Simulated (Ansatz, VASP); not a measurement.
## Two plane-wave programs on ScBSbP3

File INCAR:

```
PREC     = Accurate       # precision mode
ENCUT    = 600            # plane-wave cutoff, eV
EDIFF    = 1E-6           # SCF threshold, eV
ISMEAR   = 0              # smearing method
SIGMA    = 0.1            # smearing width, eV
LREAL    = F              # projectors in reciprocal space
LASPH    = T              # aspherical terms in the spheres
NELM     = 80             # most SCF steps
ALGO     = Normal         # electronic algorithm
ISIF     = 3              # what is computed and relaxed
LWAVE    = F              # write WAVECAR
LCHARG   = F              # write CHGCAR
GGA      = PE             # functional
IBRION   = 2              # ionic algorithm
NSW      = 100            # ionic steps
EDIFFG   = -0.01          # ionic threshold
```

KPOINTS

```
Automatic mesh
0
Gamma
  12 12 4
```

POSCAR

```
ScBSbP3
1.0
    3.9812129423      0.0000000000      0.0000000000
   -1.9906064712      3.4478315459      0.0000000000
    0.0000000000      0.0000000000      9.4894066926
Sc B Sb P
1 1 1 3
Direct
    0.3333333333      0.6666666667      0.1684181462
    0.0000000000      0.0000000000      0.4871365521
    0.6666666667      0.3333333333      0.9564229617
    0.0000000000      0.0000000000      0.2983007851
    0.0000000000      0.0000000000      0.6734105709
    0.3333333333      0.6666666667      0.7921215841
```

Input for Ansatz:

```yaml
crystal:
  lattice:
    - [3.9812129423, 0.0, 0.0]
    - [-1.9906064712, 3.4478315459, 0.0]
    - [0.0, 0.0, 9.4894066926]
  atoms:
    - { symbol: Sc, position: [0.3333333333, 0.6666666667, 0.1684181462] }
    - { symbol: B, position: [0.0, 0.0, 0.4871365521] }
    - { symbol: Sb, position: [0.6666666667, 0.3333333333, 0.9564229617] }
    - { symbol: P, position: [0.0, 0.0, 0.2983007851] }
    - { symbol: P, position: [0.0, 0.0, 0.6734105709] }
    - { symbol: P, position: [0.3333333333, 0.6666666667, 0.7921215841] }
basis:
  ecutwfc: 420
kpoints:
  mp_grid: { grid: [12, 12, 4] }
hamiltonian:
  xc: pbe
scf:
  occupations: { method: gaussian, width: 0.1 }
output:
  forces: true
  stress: true
  eigenvalues: true
relax:
  adjacent_minimum: "off"
  f_tol: 0.01
  max_steps: 80
  cell: { stress_tol: 0.05 }
```

Alike in both runs: task relaxation of cell and atoms; functional PBE; k mesh 12 × 12 × 4; occupations gaussian, width 0.1 eV; no spin polarisation.

|  | VASP | Ansatz |
| --- | --- | --- |
| version | VASP 6.6.1 | Ansatz 0.2.0 |
| potentials or method | VASP PAW PBE potentials, release 64 (Sc_sv, B, Sb, P), cutoff 600 eV | scalar-relativistic, plane waves, PAW |
| valence electrons in the cell | 34 | 44 |

|  | VASP | Ansatz | Ansatz less VASP |
| --- | --- | --- | --- |
| gap on the k mesh at the Fermi level, each at its own relaxed structure (eV) | none | none | - |
| relaxed volume (Å³/atom) | 21.69 | 21.70 | +0.007 |
| relaxed cell length with the largest relative difference (Å) | 3.984 | 3.985 | +0.0008 |

A gap of «none» marks a metal or a gap that the smearing closes. VASP's potentials hold 34 valence electrons a cell and Ansatz's 44, so a difference there can come from the potentials and not from the codes.

Neither program's run includes spin-orbit coupling.
